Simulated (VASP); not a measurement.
A run of VASP 6.6.1:

INCAR

```
SYSTEM = Nb
PREC = Accurate
ENCUT = 520
EDIFF = 1E-6
ISMEAR = -1
SIGMA = 0.1
LREAL = .False.
LASPH = .True.
NELM = 80
ALGO = Normal
ISIF = 2
LWAVE = .False.
LCHARG = .True.
GGA = PS
LELF = .True.
LVHAR = .True.
NBANDS = 12
```

KPOINTS

```
regular mesh
0
Gamma
  13 13 13
  0 0 0
```

The input POSCAR:

```
Nb
1.0
    2.6125200719      0.0000000000      0.0000000000
    0.0000000000      2.6125200719      0.0000000000
    0.0000000000      0.0000000000      2.6125200719
Nb
1
Direct
    0.0000000000      0.0000000000      0.0000000000
```

Potentials or basis: VASP PAW PBE potentials, release 64 (Nb_sv).

Run with:

```sh
$ cat potpaw_PBE.64/Nb_sv/POTCAR > POTCAR
$ mpirun -np 1 vasp_std > vasp.out
```

Hardware: 1 thread of Intel(R) Xeon(R) Platinum 8375C CPU @ 2.90GHz (Ice Lake), with other jobs on the host.

Problem. Estimate the wall time of this run.

Solution. Wall time 10 s on 1 thread of Intel(R) Xeon(R) Platinum 8375C CPU @ 2.90GHz (Ice Lake), on a shared host, peak memory 0.13 GiB. Counts: scf iterations 12, k points 84.
